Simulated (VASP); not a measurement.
Runs of VASP 6.6.1 on SiO2. The structure is that of space group I-42d (No. 122), or close to it. The cells are those of the table. 

```tsv
cell	k mesh	smearing	gap on the mesh (eV)	pressure (GPa)
a = 5.123 Å, angles 121.2, 121.2, 87.9°, 6 atoms	6 × 6 × 6	gaussian 0.02 eV	5.73	0.1
a = 4.998 Å, angles 122.4, 122.4, 85.9°, 6 atoms	6 × 6 × 6	gaussian 0.02 eV	6.05	(a)
a = 5.123 Å, angles 121.2, 121.2, 87.9°, 6 atoms	6 × 6 × 6	gaussian 0.05 eV	5.73	0.1
a = 5.123 Å, angles 121.2, 121.2, 87.9°, 6 atoms	8 × 8 × 8	gaussian 0.02 eV	5.73	0.1
```

Alike in all rows: task single point; level PBE; potentials or basis VASP PAW PBE potentials, release 64 (Si, O); no spin polarisation; cutoff (eV) 520.

**Question.** Estimate the missing entries.

**Answer.** (a) 2.7.

A k mesh can miss the band edges.
